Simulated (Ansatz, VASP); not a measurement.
## Rh in VASP and in Ansatz

```xyz
4
Lattice="2.6221 0.0000 0.0000 -1.3111 2.2708 0.0000 0.0000 0.0000 9.4257" Properties=species:S:1:pos:R:3 pbc="T T T"
Rh    0.0000    0.0000    0.0000
Rh    0.0000    1.5139    2.3564
Rh    0.0000    0.0000    4.7129
Rh    1.3111    0.7569    7.0693
```

Alike in both runs: task single point; functional PBEsol; k mesh 18 × 18 × 6; occupations gaussian, width 0.15 eV; no spin polarisation.

|  | VASP | Ansatz |
| --- | --- | --- |
| version | VASP 6.6.1 | Ansatz 0.2.0 |
| potentials or method | VASP PAW PBE potentials, release 64 (Rh_pv), cutoff 520 eV | scalar-relativistic, plane waves, PAW |
| valence electrons in the cell | 60 | 68 |

```csv
,VASP,Ansatz,Ansatz less VASP
gap on the k mesh at the Fermi level (eV),none,none,-
pressure (GPa),-6.6,-6.5,+0.11
"traceless stress, the component that is largest in VASP (GPa)",-20.90,-20.96,-0.057
```

VASP's potentials were made for PBE, not for PBEsol, and Ansatz warns of the same on its side. A gap of «none» marks a metal or a gap that the smearing closes. VASP's potentials hold 60 valence electrons a cell and Ansatz's 68, so a difference there can come from the potentials and not from the codes.
